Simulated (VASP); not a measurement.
Crystal: Sb5Se.

```
Sb Se
1.0
     3.67783    0.00000    0.00000
     0.00000    3.67783    0.00000
     0.00000    0.00000   11.63199
Sb Se
5 1
Direct
  0.50000 0.50000 0.33019
  0.50000 0.50000 0.66981
  0.00000 0.00000 0.15101
  0.00000 0.00000 0.84899
  0.00000 0.00000 0.50000
  0.50000 0.50000 0.00000
```

The cell was generated, and may not be a known phase.

```yaml
Program: VASP 6.6.1
Task: relaxation of cell and atoms
Functional: PBE
Potentials_or_basis: VASP PAW PBE potentials, release 64 (Sb, Se)
Cutoff: 600 eV
k_mesh: 10 × 10 × 4
Occupations: gaussian, width 0.1 eV
Spin: no spin polarisation
```

At the start: pressure -0.1 GPa; volume 26.22 Å³/atom.

Task: How do energy, volume and symmetry change on relaxing?

Result: Over 10 steps the energy falls by 9.9 meV/atom and the volume is 26.20 Å³/atom (-0.1 %); space group P4/mmm (No. 123, to 0.1 Å) before and after.

Step by step:
| step | energy change (eV) | largest force (eV/Å) | pressure (GPa) | volume (Å³) |
| --- | --- | --- | --- | --- |
| 1 | 0.0000 | 0.2277 | -0.05 | 157.34 |
| 2 | -0.0137 | 0.2026 | 0.00 | 157.14 |
| 3 | -0.0452 | 0.1602 | 0.19 | 156.46 |
| 4 | -0.0201 | 0.0365 | 0.91 | 154.84 |
| 5 | -0.0506 | 0.0778 | 0.45 | 155.80 |
| 6 | -0.0519 | 0.1081 | 0.36 | 156.01 |
| 7 | -0.0545 | 0.0607 | -0.57 | 158.48 |
| 8 | -0.0555 | 0.0756 | -0.26 | 157.63 |
| 9 | -0.0594 | 0.0193 | -0.06 | 157.29 |
| 10 | -0.0596 | 0.0054 | 0.00 | 157.20 |

Final structure:
```yaml
crystal:
  lattice:
    - [3.74098, 0.00000, 0.00000]
    - [0.00000, 3.74098, 0.00000]
    - [0.00000, 0.00000, 11.23240]
  atoms:
    - { symbol: Sb, position: [0.50000, 0.50000, 0.32501] }
    - { symbol: Sb, position: [0.50000, 0.50000, 0.67499] }
    - { symbol: Sb, position: [0.00000, 0.00000, 0.15940] }
    - { symbol: Sb, position: [0.00000, 0.00000, 0.84060] }
    - { symbol: Sb, position: [0.00000, 0.00000, 0.50000] }
    - { symbol: Se, position: [0.50000, 0.50000, 0.00000] }
```

Caveat: the highest band is partly filled, so the run has too few bands.
